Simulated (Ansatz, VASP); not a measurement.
# One calculation of AlNi, two programs

```
Ni Al
1.0
     1.93869   -1.95319    0.00000
     1.93869    1.95319    0.00000
     0.00000    0.00000    3.09943
Ni Al
1 1
Direct
  0.50000 0.50000 0.50000
  0.00000 0.00000 0.00000
```

Alike in both runs: task single point; functional PBEsol; k mesh 8 × 8 × 7; occupations fermi-dirac, width 0.05 eV; collinear spin; fixed moment 2 μB.

```csv
,VASP,Ansatz
version,VASP 6.6.1,Ansatz 0.2.0
potentials or method,"VASP PAW PBE potentials, release 64 (Ni, Al)",Ansatz PAW
plane-wave cutoff (eV),520,420
valence electrons in the cell,13,21
```

```csv
,VASP,Ansatz,Ansatz less VASP
pressure (GPa),19.6,19.2,-0.33
"traceless stress, the component that is largest in VASP (GPa)",-0.88,-0.93,-0.049
net moment per atom (μB),1.00,1.00,0.000
size of the moment on the site where the two differ most (μB),0.15,0.24,+0.092
```

VASP's potentials were made for PBE, not for PBEsol. Site moments also hang on the region over which each program counts them. VASP's potentials hold 13 valence electrons a cell and Ansatz's 21, so a difference there can come from the potentials and not from the codes.
